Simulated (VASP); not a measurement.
The system is Al.

```
Al
1.0
     0.00000    2.02481    2.02481
     2.02481    0.00000    2.02481
     2.02481    2.02481    0.00000
Al
1
Direct
  0.00000 0.00000 0.00000
```

Base run:

- Program: VASP 6.6.1
- Functional: PBE
- Potentials or basis: VASP PAW PBE potentials, release 64 (Al)
- Cutoff: 520 eV
- k mesh: 9 × 9 × 9
- Occupations: methfessel-paxton, width 0.1 eV
- Spin: no spin polarisation

Its results: band gap on the k mesh zero (an odd number of electrons rules out a gap without spin polarisation); pressure -0.2 GPa.

Q: The run is repeated on the same cell with these changes: k mesh from 9 × 9 × 9 to 7 × 7 × 7. What comes out?

A: Band gap on the k mesh zero (an odd number of electrons rules out a gap without spin polarisation); pressure -1.2 GPa.

Caveats: some runs use coarse meshes.
